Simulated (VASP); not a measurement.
Set up this calculation in VASP 6.6.1, as the native input.

| Property | Result |
| --- | --- |
| Task | single point |
| Functional | r2SCAN |
| Potentials or basis | VASP PAW PBE potentials, release 64 (Al) |
| Cutoff | 520 eV |
| k mesh | 22 × 22 × 22 |
| Occupations | gaussian, width 0.2 eV |
| Spin | no spin polarisation |
| Dipole correction | no |
| Further INCAR settings | ALGO = Normal; EDIFF = 1e-07; NBANDS = 8 |

The system is Al.

```
Al
1.0
     0.00000    1.99133    2.09090
     1.99133    0.00000    2.09090
     1.99133    1.99133    0.00000
Al
1
Direct
  0.00000 0.00000 0.00000
```

This cell differs from its parent crystal: ratio of the length along z to the lengths across it x 1.05, volume and fractional coordinates fixed.

These files were run (other wordings do the same):

POSCAR

```
Al
1.0
    0.0000000000      1.9913294518      2.0908959244
    1.9913294518      0.0000000000      2.0908959244
    1.9913294518      1.9913294518      0.0000000000
Al
1
Direct
    0.0000000000      0.0000000000      0.0000000000
```

INCAR.step1

```
PREC     = Accurate       # precision mode
ENCUT    = 520            # plane-wave cutoff, eV
ISMEAR   = 0              # smearing method
SIGMA    = 0.2            # smearing width, eV
LREAL    = F              # projectors in reciprocal space
LASPH    = T              # aspherical terms in the spheres
NELM     = 100            # most SCF steps
NBANDS   = 8              # bands
GGA      = PE             # functional
ALGO     = Normal         # electronic algorithm
EDIFF    = 1E-4           # SCF threshold, eV
LWAVE    = T              # write WAVECAR
LCHARG   = F              # write CHGCAR
```

INCAR.step2

```
PREC     = Accurate       # precision mode
ENCUT    = 520            # plane-wave cutoff, eV
EDIFF    = 1E-7           # SCF threshold, eV
ISMEAR   = 0              # smearing method
SIGMA    = 0.2            # smearing width, eV
LREAL    = F              # projectors in reciprocal space
LASPH    = T              # aspherical terms in the spheres
NELM     = 100            # most SCF steps
ALGO     = Normal         # electronic algorithm
ISIF     = 2              # what is computed and relaxed
LWAVE    = F              # write WAVECAR
LCHARG   = F              # write CHGCAR
METAGGA  = R2SCAN         # meta-GGA
LMIXTAU  = T            
NBANDS   = 8              # bands
ISTART   = 1
```

KPOINTS

```
regular mesh
0
Gamma
  22 22 22
```

Potentials or basis: VASP PAW PBE potentials, release 64 (Al).

Run with:

```console
$ cat potpaw_PBE.64/Al/POTCAR > POTCAR
$ cp INCAR.step1 INCAR
$ mpirun -np 1 vasp_std > vasp.out
$ cp INCAR.step2 INCAR
$ mpirun -np 1 vasp_std > vasp.out
```

It gave:

```
Pressure               : -3.5 GPa
Band gap on the k mesh : zero (an odd number of electrons rules out a gap without spin polarisation)
```

Caveat: the cell stands under tension; the PAW data sets were made with another functional, which shifts forces and pressure a little.

Run time: 2.3 min on 1 thread of Intel(R) Xeon(R) 6975P-C (Granite Rapids) (shared host), peak memory 0.21 GiB.
